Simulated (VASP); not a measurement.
Runs of VASP 6.6.1 on CuAu3. The structure is that of space group Pm-3m (No. 221), or close to it. The cells are those of the table. 

```tsv
cell	gap on the mesh (eV)	pressure (GPa)
a = 3.953 Å, 4 atoms	none	-2.2
a = 3.926 Å, 4 atoms	none	(a)
a = 3.967 Å, 4 atoms	none	-4.0
a = 3.980 Å, 4 atoms	none	(b)
a = 3.993 Å, 4 atoms	none	-7.2
```

Alike in all rows: task electric field gradients; level LDA; potentials or basis VASP PAW LDA potentials, release 64 (Cu_sv_GW, Au_sv_GW); no spin polarisation; k mesh 9 × 9 × 9; cutoff (eV) 610; smearing fermi-dirac 0.05 eV.

Problem. Fill in the values left out.

Solution. (a) 1.8; (b) -5.6.

Caveats: spin-orbit coupling is left out, which moves the levels of the heavy elements; the cell stands under tension (at least some runs).

A k mesh can miss the band edges, and the runs leave out spin-orbit coupling on Au.

A gap of «none» marks levels without a gap at the run's occupations.
